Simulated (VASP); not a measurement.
# Mg (Im-3m) in VASP: electric field gradients with PBE

Aim: the electric field gradients of Mg with PBE.

All numbers are computed with VASP 6.6.1; they aren't measurements. Logs are shortened: lines on timing, memory, paths and dates and some standing lists are left out, and cuts for length are marked.

### 1 The cell of the first run

The structure is cubic, space group Im-3m (No. 229). The conventional cell has a = 2.953 Å, b = 2.953 Å, c = 2.953 Å, α = 90.00°, β = 90.00°, γ = 90.00°. Mg (site symmetry m-3m) has 14 Mg at 2.56 to 2.95 Å within 3.4 Å.

This isn't the form of Mg at room conditions, which is hcp.

### 2 Electric field gradients, PBE

INCAR reads:

```
SYSTEM = Mg
  PREC = Accurate
  ENCUT = 520
  EDIFF = 1E-8
  ISMEAR = -1
  SIGMA = 0.05
  LREAL = .FALSE.
  LASPH = .TRUE.
  NELM = 80
  ALGO = Normal
  ISIF = 2
  LWAVE = .FALSE.
  LCHARG = .FALSE.
  GGA = PE
  LEFG = .TRUE.
  NBANDS = 7
```

KPOINTS reads:

```
regular mesh
0
G
  16 16 16
  0 0 0
```

POSCAR reads:

```
Mg
1.0
   -1.4765000000      1.4765000000      1.4765000000
    1.4765000000     -1.4765000000      1.4765000000
    1.4765000000      1.4765000000     -1.4765000000
Mg
1
Direct
    0.0000000000      0.0000000000      0.0000000000
```

Potentials or basis: VASP PAW PBE potentials, release 64 (Mg).

Launch:

```bash
> cat potpaw_PBE.64/Mg/POTCAR > POTCAR
> mpirun -np 1 vasp_std > vasp.out
```

OUTCAR:

```text
SYSTEM = Mg
   PREC = Accurate
   ENCUT = 520
   EDIFF = 1E-8
   ISMEAR = -1
   LREAL = .FALSE.
   LASPH = .TRUE.
   NELM = 80
   ISIF = 2
   GGA = PE

 ion  position               nearest neighbor table
   1  0.000  0.000  0.000-

  LATTYP: Found a body centered cubic cell.
 ALAT       =     2.9530000000

  Lattice vectors:

 A1 = (  -1.4765000000,   1.4765000000,   1.4765000000)
 A2 = (   1.4765000000,  -1.4765000000,   1.4765000000)
 A3 = (   1.4765000000,   1.4765000000,  -1.4765000000)

Analysis of symmetry for initial positions (statically):
=====================================================================
 Subroutine PRICEL returns:
 Original cell was already a primitive cell.

 Routine SETGRP: Setting up the symmetry group for a
 body centered cubic supercell.

 Subroutine GETGRP returns: Found 48 space group operations
 (whereof 48 operations were pure point group operations)
 out of a pool of 48 trial point group operations.

The static configuration has the point symmetry O_h .

Analysis of symmetry for dynamics (positions and initial velocities):
=====================================================================
 Subroutine PRICEL returns:
 Original cell was already a primitive cell.

 Routine SETGRP: Setting up the symmetry group for a
 body centered cubic supercell.

 Subroutine GETGRP returns: Found 48 space group operations
 (whereof 48 operations were pure point group operations)
 out of a pool of 48 trial point group operations.

The dynamic configuration has the point symmetry O_h .

 Subroutine INISYM returns: Found 48 space group operations
 (whereof 48 operations are pure point group operations),
 and found     1 'primitive' translations

----------------------------------------------------------------------------------------

                                     Primitive cell

  volume of cell :      12.8754

  direct lattice vectors                    reciprocal lattice vectors
    -1.476500000  1.476500000  1.476500000     0.000000000  0.338638673  0.338638673
     1.476500000 -1.476500000  1.476500000     0.338638673  0.000000000  0.338638673
     1.476500000  1.476500000 -1.476500000     0.338638673  0.338638673  0.000000000

  length of vectors
     2.557373017  2.557373017  2.557373017     0.478907403  0.478907403  0.478907403

  position of ions in fractional coordinates (direct lattice)
     0.000000000  0.000000000  0.000000000

  ion indices of the primitive-cell ions
   primitive index   ion index
                 1           1

----------------------------------------------------------------------------------------

 KPOINTS: regular mesh

Automatic generation of k-mesh.
 Grid dimensions read from file:
 generate k-points for:   16   16   16

 Generating k-lattice:

  Cartesian coordinates                     Fractional coordinates (reciprocal lattice)
     0.000000000  0.021164917  0.021164917     0.062500000  0.000000000  0.000000000
     0.021164917  0.000000000  0.021164917     0.000000000  0.062500000  0.000000000
     0.021164917  0.021164917  0.000000000     0.000000000  0.000000000  0.062500000

  Length of vectors
     0.029931713  0.029931713  0.029931713

  Shift w.r.t. Gamma in fractional coordinates (k-lattice)
     0.000000000  0.000000000  0.000000000

 Subroutine IBZKPT returns following result:
 ===========================================

 Found    145 irreducible k-points:

 Following reciprocal coordinates:
            Coordinates               Weight
  0.000000  0.000000  0.000000      1.000000
  0.062500  0.000000  0.000000     12.000000
  0.125000  0.000000  0.000000     12.000000
  0.187500  0.000000  0.000000     12.000000
  0.250000  0.000000  0.000000     12.000000
  0.312500  0.000000  0.000000     12.000000
[... 16 lines left out ...]
  0.187500  0.187500  0.000000     24.000000
  0.250000  0.187500  0.000000     48.000000
 [... further k-points ...]
   k-points           NKPTS =    145   k-points in BZ     NKDIM =    145   number of bands    NBANDS=      7
   number of dos      NEDOS =    301   number of ions     NIONS =      1
   total plane-waves  NPLWV =   8000
   dimension x,y,z NGX =    20 NGY =   20 NGZ =   20
   dimension x,y,z NGXF=    40 NGYF=   40 NGZF=   40
   ions per type =               1
   NGX,Y,Z   is equivalent  to a cutoff of  13.00, 13.00, 13.00 a.u.
   NGXF,Y,Z  is equivalent  to a cutoff of  26.00, 26.00, 26.00 a.u.
 SYSTEM =  Mg
   PREC   = accura    normal or accurate (medium, high low for compatibility)
   ISTART =      0    job   : 0-new  1-cont  2-samecut
   ICHARG =      2    charge: 1-file 2-atom 10-const
   ISPIN  =      1    spin polarized calculation?
   LNONCOLLINEAR =      F non collinear calculations
   LSORBIT =      F    spin-orbit coupling
   LASPH  =      T    aspherical Exc in radial PAW
   ENCUT  =  520.0 eV  38.22 Ry    6.18 a.u.   4.76  4.76  4.76*2*pi/ulx,y,z
   NELM   =     80;   NELMIN=  2; NELMDL= -5     # of ELM steps
   EDIFF  = 0.1E-07   stopping-criterion for ELM
   LREAL  =      F    real-space projection
   EDIFFG = 0.1E-06   stopping-criterion for IOM
   NSW    =      0    number of steps for IOM
   IBRION =     -1    ionic relax: 0-MD 1-quasi-New 2-CG
   NFREE  =      0    steps in history (QN), initial steepest desc. (CG)
   ISIF   =      2    stress and relaxation
   ISYM   =      2    0-nonsym 1-usesym 2-fastsym
   POTIM  = 0.5000    time-step for ionic-motion
   TEBEG  =    0.0;   TEEND  =   0.0 temperature during run
   PSTRESS=    0.0 pullay stress
   NELECT =       2.0000    total number of electrons
   NUPDOWN=      -1.0000    fix difference up-down
   EMIN   =  10.00;   EMAX   =-10.00  energy-range for DOS
   EFERMI =   0.00;   METHOD = LEGACY
   ISMEAR =    -1;   SIGMA  =   0.05  broadening in eV -4-tet -1-fermi 0-gaus
   EFERMI_NEDOS =   21; number of points for ismear=-14 and -15
   IALGO  =     38    algorithm
   IMIX   =      4    mixing-type and parameters
     AMIX     =   0.40;   BMIX     =  1.00
     AMIX_MAG =   1.60;   BMIX_MAG =  1.00
  volume/ion in A,a.u.               =      12.88        86.89
  Fermi-wavevector in a.u.,A,eV,Ry     =   0.880031  1.663018 10.537098  0.774455
  Thomas-Fermi vector in A             =   2.000336
   LORBIT       =      0    0 simple, 1 ext, 2 COOP (PROOUT), +10 PAW based schemes
   GGA     = PE    functional components
   LHFCALC =     F    Hartree Fock is set to
   AEXX    =    0.0000 exact exchange contribution
   IVDW    =     0    specifies the selected vdW correction
   LEPSILON=     F    determine dielectric tensor
   LRPA    =     F    only Hartree local field effects (RPA)
 non-spin polarized calculation
  energy-cutoff  :      520.00
  volume of cell :       12.88
 maximum number of plane-waves:       370
   NGX =  9   NGY =  9   NGZ =  9

 number of electron       2.0000000 magnetization

 Free energy of the ion-electron system (eV)
  ---------------------------------------------------
  ext. energy  EPLUGINS =         0.00000000
  ---------------------------------------------------
  free energy    TOTEN  =        -0.25136277 eV

  energy without entropy =       -0.24906293  energy(sigma->0) =       -0.25021285

 E-fermi :   6.5577     XC(G=0): -10.4950

 val. band max:        6.5171236469   @ k =   0.3750   0.1250   0.1250
 cond. band min:       6.6037743717   @ k =   0.3750   0.1875   0.0625
 fundamental gap:      0.0866507248
 Fermi energy:         6.5576570933

 k-point     1 :       0.0000    0.0000    0.0000
  band No.  band energies     occupation
      1      -3.2703      2.00000
      2      24.0335      0.00000
      3      24.0335      0.00000
      4      24.0335      0.00000
      5      26.7606      0.00000
      6      26.7606      0.00000
      7      28.5161      0.00000

 k-point     2 :       0.0625    0.0000    0.0000
  band No.  band energies     occupation
      1      -3.1341      2.00000
      2      22.7471      0.00000
      3      23.2965      0.00000
      4      23.8767      0.00000
      5      25.7145      0.00000
      6      25.9048      0.00000
      7      29.4266      0.00000
[... 201 lines left out ...]
 k-point    23 :       0.1875    0.1875    0.0000
  band No.  band energies     occupation
      1       0.2883      2.00000
      2      12.7499      0.00000
      3      14.8128      0.00000
      4      21.0318      0.00000
      5      24.2905      0.00000
      6      27.4543      0.00000
      7      31.2036      0.00000

 k-point    24 :       0.2500    0.1875    0.0000
  band No.  band energies     occupation
      1       1.5434      2.00000
      2      10.8073      0.00000
      3      13.6642      0.00000
      4      20.4418      0.00000
      5      24.3520      0.00000
      6      27.8857      0.00000
      7      31.0340      0.00000

 [... further k-points ...]

------------------------ aborting loop because EDIFF is reached ----------------------------------------

  FORCE on cell =-STRESS in cart. coord.  units (eV):
  Direction    XX          YY          ZZ          XY          YZ          ZX
  --------------------------------------------------------------------------------------
  -------------------------------------------------------------------------------------
  Total        5.0974836      5.0974836      5.0974836      0.0000000      0.0000000     -0.0000000
  in kB      634.3165975    634.3165975    634.3165975      0.0000000      0.0000000     -0.0000000
  external PRESSURE =     634.3165975 kB  Pullay stress =       0.0000000 kB

 VOLUME and BASIS-vectors are now :
 -----------------------------------------------------------------------------
  energy-cutoff  :      520.00
  volume of cell :       12.88
      direct lattice vectors                 reciprocal lattice vectors
    -1.476500000  1.476500000  1.476500000     0.000000000  0.338638673  0.338638673
     1.476500000 -1.476500000  1.476500000     0.338638673  0.000000000  0.338638673
     1.476500000  1.476500000 -1.476500000     0.338638673  0.338638673  0.000000000

 POSITION                                       TOTAL-FORCE (eV/Angst)
 -----------------------------------------------------------------------------------
      0.00000      0.00000      0.00000         0.000000     -0.000000     -0.000000
 -----------------------------------------------------------------------------------
    total drift:                               -0.000000     -0.000000     -0.000000

  FREE ENERGIE OF THE ION-ELECTRON SYSTEM (eV)
  ---------------------------------------------------
  free  energy   TOTEN  =        -0.2513627742 eV

  energy  without entropy=       -0.2490629339  energy(sigma->0) =       -0.25021285

 Electric field gradients (V/A^2)
---------------------------------------------------------------------
 ion       V_xx      V_yy      V_zz      V_xy      V_xz      V_yz
---------------------------------------------------------------------
   1       0.000    -0.000    -0.000     0.000     0.000     0.000
---------------------------------------------------------------------

 Electric field gradients after diagonalization (V/A^2)
 (convention: |V_zz| > |V_xx| > |V_yy|)
----------------------------------------------------------------------
 ion       V_xx      V_yy      V_zz     asymmetry (V_yy - V_xx)/ V_zz
----------------------------------------------------------------------
   1      -0.000    -0.000     0.000       0.000
----------------------------------------------------------------------

           NMR quadrupolar parameters

 Cq : quadrupolar parameter    Cq=e*Q*V_zz/h
 eta: asymmetry parameters     (V_yy - V_xx)/ V_zz
 Q  : nuclear electric quadrupole moment in mb (millibarn)
----------------------------------------------------------------------
 ion       Cq(MHz)       eta       Q (mb)
----------------------------------------------------------------------
   1       0.000       0.000       1.000
----------------------------------------------------------------------
```

Run time: 17 s. Hardware: 1 thread of AMD EPYC 7R13, shared host; peak memory 0.1 GiB.

What came out:

* Free energy: -0.2514 eV
* Pressure: 63.4 GPa
* Band gap on the k mesh: zero (bands 1 and 2 overlap by 4.82 eV)
* Largest electric field gradient by atom: zero within the noise of the run

Caveat: the cell stands under pressure.
